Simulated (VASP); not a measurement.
A run of VASP 6.6.1 is set up as follows.

Contents of INCAR:

```
SYSTEM = NbC
PREC = Accurate
ENCUT = 600
EDIFF = 1E-6
ISMEAR = 0
SIGMA = 0.01
LREAL = .False.
LASPH = .True.
NELM = 120
ALGO = Normal
ISIF = 2
LWAVE = .False.
LCHARG = .False.
GGA = RE
IVDW = 12
NBANDS = 16
GGA_COMPAT = .False.
```

KPOINTS

```
regular mesh
0
Gamma
  7 7 7
  0 0 0
```

Contents of POSCAR:

```
NbC
1.0
    3.1601310000      0.0000000000      0.0000000000
    1.5800655000      2.7367537253      0.0000000000
    1.5800655000      0.9122512418      2.5802361568
Nb C
1 1
Direct
    0.0000000000      0.0000000000      0.0000000000
    0.5000000000      0.5000000000      0.5000000000
```

Potentials or basis: VASP PAW PBE potentials, release 64 (Nb_sv, C).

Command:

```console
$ cat potpaw_PBE.64/Nb_sv/POTCAR potpaw_PBE.64/C/POTCAR > POTCAR
$ mpirun -np 1 vasp_std > vasp.out
```

(1) Predict the dispersion energy per atom.

(2) Predict the pressure.

Answers

(1) -0.927 eV.

(2) -8.7 GPa.

Caveat: three body term missing; the PAW data sets were made with another functional, which shifts forces and pressure a little; pairwise dispersion overbinds metals, which lowers pressure and volume.
